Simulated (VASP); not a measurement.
# InSe in VASP: further runs, part 2 of 2

VASP 6.6.1. Earlier steps stand in the parts before.

### Step 3. Single point, PBE+D3(BJ)

Contents of INCAR:

```
SYSTEM = InSe
  ALGO = Normal
  DIPOL = 0.5 0.5 0.500
  EDIFF = 1E-6
  ENCUT = 520
  GGA = PE
  IDIPOL = 3
  ISIF = 2
  ISMEAR = 0
  IVDW = 12
  LASPH = .TRUE.
  LCHARG = .FALSE.
  LDIPOL = .TRUE.
  LREAL = .FALSE.
  LWAVE = .FALSE.
  NBANDS = 27
  NELM = 60
  PREC = Accurate
  SIGMA = 0.02
```

Contents of KPOINTS:

```
k-points
0
G
  9 9 1
  0 0 0
```

Contents of POSCAR:

```
InSe
1.0
    4.0940000000      0.0000000000      0.0000000000
   -2.0470000000      3.5455080031      0.0000000000
    0.0000000000      0.0000000000     36.7199571806
Se In
2 2
Direct
    0.0000000000      0.0000000000      0.4298335320
    0.0000000000      0.0000000000      0.5701387065
    0.6666666667      0.3333333333      0.4635837234
    0.6666666667      0.3333333333      0.5363885708
```

Potentials or basis: VASP PAW PBE potentials, release 64 (Se, In_d).

Command:

```bash
cat potpaw_PBE.64/Se/POTCAR potpaw_PBE.64/In_d/POTCAR > POTCAR
mpirun -np 1 vasp_std > vasp.out
```

OUTCAR:

```text
SYSTEM = InSe
   EDIFF = 1E-6
   ENCUT = 520
   GGA = PE
   ISIF = 2
   ISMEAR = 0
   IVDW = 12
   LASPH = .TRUE.
   LREAL = .FALSE.
   NELM = 60
   PREC = Accurate
 IVDW          = 12

 ion  position               nearest neighbor table
   1  0.000  0.000  0.430-   3 2.67   3 2.67   3 2.67
   2  0.000  0.000  0.570-   4 2.67   4 2.67   4 2.67
   3  0.667  0.333  0.464-   1 2.67   1 2.67   1 2.67   4 2.67
   4  0.667  0.333  0.536-   2 2.67   2 2.67   2 2.67   3 2.67

  LATTYP: Found a hexagonal cell.
 ALAT       =     4.0940000000
 C/A-ratio  =     8.9692127945

  Lattice vectors:

 A1 = (   4.0940000000,   0.0000000000,   0.0000000000)
 A2 = (  -2.0470000000,   3.5455080031,   0.0000000000)
 A3 = (   0.0000000000,   0.0000000000,  36.7199571806)

Analysis of symmetry for initial positions (statically):
=====================================================================
 Subroutine PRICEL returns:
 Original cell was already a primitive cell.

 Routine SETGRP: Setting up the symmetry group for a
 hexagonal supercell.

 Subroutine GETGRP returns: Found 12 space group operations
 (whereof  6 operations were pure point group operations)
 out of a pool of 24 trial point group operations.

The static configuration has the point symmetry C_3v.
 The point group associated with its full space group is D_3h.

Analysis of symmetry for dynamics (positions and initial velocities):
=====================================================================
 Subroutine PRICEL returns:
 Original cell was already a primitive cell.

 Routine SETGRP: Setting up the symmetry group for a
 hexagonal supercell.

 Subroutine GETGRP returns: Found 12 space group operations
 (whereof  6 operations were pure point group operations)
 out of a pool of 24 trial point group operations.

The dynamic configuration has the point symmetry C_3v.
 The point group associated with its full space group is D_3h.

 Subroutine INISYM returns: Found 12 space group operations
 (whereof  6 operations are pure point group operations),
 and found     1 'primitive' translations

----------------------------------------------------------------------------------------

                                     Primitive cell

  volume of cell :     533.0016

  direct lattice vectors                    reciprocal lattice vectors
     4.094000000  0.000000000  0.000000000     0.244259893  0.141023515  0.000000000
    -2.047000000  3.545508003  0.000000000     0.000000000  0.282047029  0.000000000
     0.000000000  0.000000000 36.719957181     0.000000000  0.000000000  0.027233147

  length of vectors
     4.094000000  4.094000000 36.719957181     0.282047029  0.282047029  0.027233147

  position of ions in fractional coordinates (direct lattice)
     0.000000000  0.000000000  0.429833532
     0.000000000  0.000000000  0.570138707
     0.666666667  0.333333333  0.463583723
     0.666666667  0.333333333  0.536388571

  ion indices of the primitive-cell ions
   primitive index   ion index
                 1           1
                 2           2
                 3           3
                 4           4

----------------------------------------------------------------------------------------

[... 34 lines left out ...]
  0.444444  0.111111  0.000000      6.000000
  0.222222  0.222222  0.000000      6.000000
  0.333333  0.222222  0.000000     12.000000
  0.333333  0.333333  0.000000      2.000000
   k-points           NKPTS =     12   k-points in BZ     NKDIM =     12   number of bands    NBANDS=     27
   number of dos      NEDOS =    301   number of ions     NIONS =      4
   total plane-waves  NPLWV = 252000
   dimension x,y,z NGX =    30 NGY =   30 NGZ =  280
   dimension x,y,z NGXF=    60 NGYF=   60 NGZF=  560
   ions per type =               2   2
   NGX,Y,Z   is equivalent  to a cutoff of  12.18, 12.18, 12.68 a.u.
   NGXF,Y,Z  is equivalent  to a cutoff of  24.36, 24.36, 25.35 a.u.
 SYSTEM =  InSe
   PREC   = accura    normal or accurate (medium, high low for compatibility)
   ISTART =      0    job   : 0-new  1-cont  2-samecut
   ICHARG =      2    charge: 1-file 2-atom 10-const
   ISPIN  =      1    spin polarized calculation?
   LNONCOLLINEAR =      F non collinear calculations
   LSORBIT =      F    spin-orbit coupling
   LASPH  =      T    aspherical Exc in radial PAW
   ENCUT  =  520.0 eV  38.22 Ry    6.18 a.u.   7.61  7.61 68.27*2*pi/ulx,y,z
   NELM   =     60;   NELMIN=  2; NELMDL= -5     # of ELM steps
   EDIFF  = 0.1E-05   stopping-criterion for ELM
   LREAL  =      F    real-space projection
   EDIFFG = 0.1E-04   stopping-criterion for IOM
   NSW    =      0    number of steps for IOM
   IBRION =     -1    ionic relax: 0-MD 1-quasi-New 2-CG
   NFREE  =      0    steps in history (QN), initial steepest desc. (CG)
   ISIF   =      2    stress and relaxation
   ISYM   =      2    0-nonsym 1-usesym 2-fastsym
   POTIM  = 0.5000    time-step for ionic-motion
   TEBEG  =    0.0;   TEEND  =   0.0 temperature during run
   PSTRESS=    0.0 pullay stress
   NELECT =      38.0000    total number of electrons
   NUPDOWN=      -1.0000    fix difference up-down
   EMIN   =  10.00;   EMAX   =-10.00  energy-range for DOS
   EFERMI =   0.00;   METHOD = LEGACY
   ISMEAR =     0;   SIGMA  =   0.02  broadening in eV -4-tet -1-fermi 0-gaus
   EFERMI_NEDOS =   21; number of points for ismear=-14 and -15
   IALGO  =     38    algorithm
   IMIX   =      4    mixing-type and parameters
     AMIX     =   0.40;   BMIX     =  1.00
     AMIX_MAG =   1.60;   BMIX_MAG =  1.00
  volume/ion in A,a.u.               =     133.25       899.22
  Fermi-wavevector in a.u.,A,eV,Ry     =   0.678828  1.282799  6.269670  0.460808
  Thomas-Fermi vector in A             =   1.756847
   LORBIT       =      0    0 simple, 1 ext, 2 COOP (PROOUT), +10 PAW based schemes
   GGA     = PE    functional components
   LHFCALC =     F    Hartree Fock is set to
   AEXX    =    0.0000 exact exchange contribution
   IVDW    =    12    specifies the selected vdW correction
   LEPSILON=     F    determine dielectric tensor
   LRPA    =     F    only Hartree local field effects (RPA)
 non-spin polarized calculation
 Gauss-broadening in eV      SIGMA  =   0.02
  energy-cutoff  :      520.00
  volume of cell :      533.00
 maximum number of plane-waves:     14471
   NGX = 15   NGY = 15   NGZ =137

 dipolmoment           0.000000      0.000000      0.000000 electrons x Angstroem

 number of electron      38.0000014 magnetization

 dipolmoment           0.000000      0.000000     -0.000012 electrons x Angstroem

 Free energy of the ion-electron system (eV)
  ---------------------------------------------------
  ext. energy  EPLUGINS =         0.00000000
  ---------------------------------------------------
  free energy    TOTEN  =       -14.14586477 eV

  energy without entropy =      -14.14586477  energy(sigma->0) =      -14.14586477

 E-fermi :  -3.7437     XC(G=0):  -2.2640

 val. band max:       -3.8301608123   @ k =   0.1111   0.0000   0.0000
 cond. band min:      -2.4893147805   @ k =   0.0000   0.0000   0.0000
 fundamental gap:      1.3408460318
 Fermi energy:        -3.7436828692

 k-point     1 :       0.0000    0.0000    0.0000
  band No.  band energies     occupation
      1     -18.1442      2.00000
      2     -17.8772      2.00000
      3     -17.8772      2.00000
      4     -17.7550      2.00000
      5     -17.7550      2.00000
      6     -17.7331      2.00000
[... 349 lines left out ...]
     26       3.6742      0.00000
     27       4.0513      0.00000

------------------------ aborting loop because EDIFF is reached ----------------------------------------

 vacuum level on the upper side and lower side of the slab       (xc-potential included)        -0.066        -0.066

 Edisp (eV)   -0.87844

 E8    (eV) :    -0.4246

  FORCE on cell =-STRESS in cart. coord.  units (eV):
  Direction    XX          YY          ZZ          XY          YZ          ZX
  --------------------------------------------------------------------------------------
  -------------------------------------------------------------------------------------
  Total      -0.69852    -0.69852     2.48159     0.00000     0.00000     0.00000
  in kB      -2.09972    -2.09972     7.45954     0.00000     0.00000     0.00000
  external pressure =        1.09 kB  Pullay stress =        0.00 kB

 VOLUME and BASIS-vectors are now :
 -----------------------------------------------------------------------------
  energy-cutoff  :      520.00
  volume of cell :      533.00
      direct lattice vectors                 reciprocal lattice vectors
     4.094000000  0.000000000  0.000000000     0.244259893  0.141023515  0.000000000
    -2.047000000  3.545508003  0.000000000     0.000000000  0.282047029  0.000000000
     0.000000000  0.000000000 36.719957181     0.000000000  0.000000000  0.027233147

 POSITION                                       TOTAL-FORCE (eV/Angst)
 -----------------------------------------------------------------------------------
      0.00000      0.00000     15.78347         0.000000      0.000000     -0.152035
      0.00000      0.00000     20.93547        -0.000000      0.000000      0.152035
      2.04700      1.18184     17.02277         0.000000     -0.000000     -0.644829
      2.04700      1.18184     19.69617         0.000000     -0.000000      0.644829
 -----------------------------------------------------------------------------------
    total drift:                               -0.000001      0.000000     -0.001503

  FREE ENERGIE OF THE ION-ELECTRON SYSTEM (eV)
  ---------------------------------------------------
  free  energy   TOTEN  =       -15.0243031145 eV

  energy  without entropy=      -15.0243031145  energy(sigma->0) =      -15.02430311

 vacuum level on the upper side and lower side of the slab         2.044         2.044
```

OSZICAR:

```text
N       E                     dE             d eps       ncg     rms          rms(c)
DAV:   1     0.295918212112E+03    0.29592E+03   -0.14384E+04   728   0.104E+03
DAV:   2     0.200373008984E+02   -0.27588E+03   -0.27059E+03   786   0.263E+02
DAV:   3    -0.134057940740E+02   -0.33443E+02   -0.33127E+02   844   0.113E+02
[... 12 lines left out ...]
DAV:  16    -0.141458344333E+02   -0.19149E-04   -0.10412E-06   625   0.428E-03    0.114E-03
DAV:  17    -0.141458523372E+02   -0.17904E-04   -0.67560E-07   575   0.300E-03    0.759E-04
DAV:  18    -0.141458577769E+02   -0.54397E-05   -0.54477E-08   593   0.193E-03    0.498E-04
DAV:  19    -0.141458643598E+02   -0.65829E-05   -0.17200E-07   526   0.132E-03    0.486E-04
DAV:  20    -0.141458647743E+02   -0.41452E-06   -0.12049E-08   583   0.717E-04
   1 F= -.15024303E+02 E0= -.15024303E+02  d E =-.634663E-11
```

stdout:

```text
POSCAR found type information on POSCAR SeIn
 POSCAR found :  2 types and       4 ions
 scaLAPACK will be used
 LDA part: xc-table for (Slater+PW92), standard interpolation
 POSCAR, INCAR and KPOINTS ok, starting setup
 FFT: planning ... GRIDC
 FFT: planning ... GRID_SOFT
 FFT: planning ... GRID
 WAVECAR not read
 entering main loop
```

It took 8 min on 1 thread of Intel Xeon 8259CL, shared host; peak memory 0.61 GiB.

Results:

```yaml
Free_energy: -15.0243 eV
Largest_force: 0.645 eV/Å
Band_gap_on_the_k_mesh: 1.34 eV (least direct gap 1.42 eV)
Dispersion_energy_per_atom: -0.220 eV
```

Forces in eV/Å, atoms in the order of the input:
```
Se   0.000  0.000 -0.152
Se   0.000  0.000  0.152
In   0.000  0.000 -0.645
In   0.000  0.000  0.645
```

Caveat: spin-orbit coupling is left out, which moves the levels of the heavy elements.

### Step 4. Single point, PBE+D3(BJ)

Contents of INCAR:

```
PREC = Accurate
ENCUT = 520
EDIFF = 1E-6
ISMEAR = 0
SIGMA = 0.02
LREAL = False
LASPH = True
NELM = 100
ALGO = Normal
ISIF = 2
LWAVE = False
LCHARG = False
LDIPOL = True
IDIPOL = 3
DIPOL = 0.5 0.5 0.500
GGA = PE
IVDW = 12
NBANDS = 27
```

Contents of KPOINTS:

```
regular mesh
0
Gamma
  9 9 1
```

Contents of POSCAR:

```
InSe
1.0
    4.0940000000      0.0000000000      0.0000000000
   -2.0470000000      3.5455080031      0.0000000000
    0.0000000000      0.0000000000     36.7199571806
Se In
2 2
Direct
    0.0000000000      0.0000000000      0.4266608704
    0.0000000000      0.0000000000      0.5733113682
    0.6666666667      0.3333333333      0.4619374194
    0.6666666667      0.3333333333      0.5380348774
```

Command:

```bash
cat potpaw_PBE.64/Se/POTCAR potpaw_PBE.64/In_d/POTCAR > POTCAR
mpirun -np 1 vasp_std > vasp.out
```

Wall time 8.4 min (1 thread of Intel Xeon 8259CL, shared host); peak memory 0.6 GiB.

It converged, with:

```yaml
Free_energy: -15.0666 eV
Largest_force: 0.228 eV/Å
Band_gap_on_the_k_mesh: 1.43 eV (least direct gap 1.49 eV)
Dispersion_energy_per_atom: -0.214 eV
```

Forces in eV/Å, atoms in the order of the input:
```
Se   0.000  0.000  0.211
Se   0.000  0.000 -0.211
In   0.000  0.000 -0.228
In   0.000  0.000  0.228
```

Levels at points of the mesh, in eV from the valence-band top:
```tsv
k point	band 15	band 16	band 17	band 18	band 19	band 20	band 21	band 22	band 23	band 24
(0.00, 0.00, 0.00)	-0.53	-0.53	-0.45	-0.45	-0.06	1.43	2.66	4.86	4.86	5.61
```

Caveat: spin-orbit coupling is left out, which moves the levels of the heavy elements.

### Step 5. Single point, PBE+D3(BJ)

Contents of INCAR:

```
ALGO = Normal
DIPOL = 0.5 0.5 0.500
EDIFF = 1E-6
ENCUT = 520
GGA = PE
IDIPOL = 3
ISIF = 2
ISMEAR = 0
IVDW = 12
LASPH = T
LCHARG = F
LDIPOL = T
LREAL = F
LWAVE = F
NBANDS = 27
NELM = 80
PREC = Accurate
SIGMA = 0.02
```

Contents of KPOINTS:

```
k-points
0
Gamma
  9 9 1
```

Contents of POSCAR:

```
InSe
1.0
    4.0940000000      0.0000000000      0.0000000000
   -2.0470000000      3.5455080031      0.0000000000
    0.0000000000      0.0000000000     36.7199571806
Se In
2 2
Direct
    0.0000000000      0.0000000000      0.4234745921
    0.0000000000      0.0000000000      0.5764976464
    0.6666666667      0.3333333333      0.4602840497
    0.6666666667      0.3333333333      0.5396882496
```

Command:

```bash
cat potpaw_PBE.64/Se/POTCAR potpaw_PBE.64/In_d/POTCAR > POTCAR
mpirun -np 1 vasp_std > vasp.out
```

Wall time 9.4 min (1 thread of Intel Xeon 8259CL, shared host); peak memory 0.6 GiB.

Results (log left out):

* Free energy: -14.9921 eV
* Largest force: 0.554 eV/Å
* Band gap on the k mesh: 1.49 eV (least direct gap 1.55 eV)
* Dispersion energy per atom: -0.208 eV

Forces in eV/Å, atoms in the order of the input:
```
Se   0.000  0.000  0.554
Se   0.000  0.000 -0.554
In   0.000  0.000 -0.063
In   0.000  0.000  0.063
```

Levels at points of the mesh, in eV from the valence-band top:
```csv
k point,band 17,band 18,band 19,band 20,band 21,band 22
"(0.00, 0.00, 0.00)",-0.28,-0.28,-0.06,1.49,2.77,5.09
```

Caveat: spin-orbit coupling is left out, which moves the levels of the heavy elements.

### Step 6. Summary

| cell | gap on the mesh (eV) | largest force (eV/Å) |
| --- | --- | --- |
| as given, atomic positions A | 1.50 | 0.72 |
| as given, atomic positions B | 1.34 | 0.64 |
| as given, atomic positions C | 1.43 | 0.23 |
| as given, atomic positions D | 1.49 | 0.55 |

Alike in all rows: task single point; level PBE+D3(BJ); potentials or basis VASP PAW PBE potentials, release 64 (Se, In_d); no spin polarisation; k mesh 9 × 9 × 1; cutoff (eV) 520; smearing gaussian 0.02 eV.

Caveats: spin-orbit coupling is left out, which moves the levels of the heavy elements.

Total energies depend on the potentials used, so only differences within one code and one set of settings carry meaning.
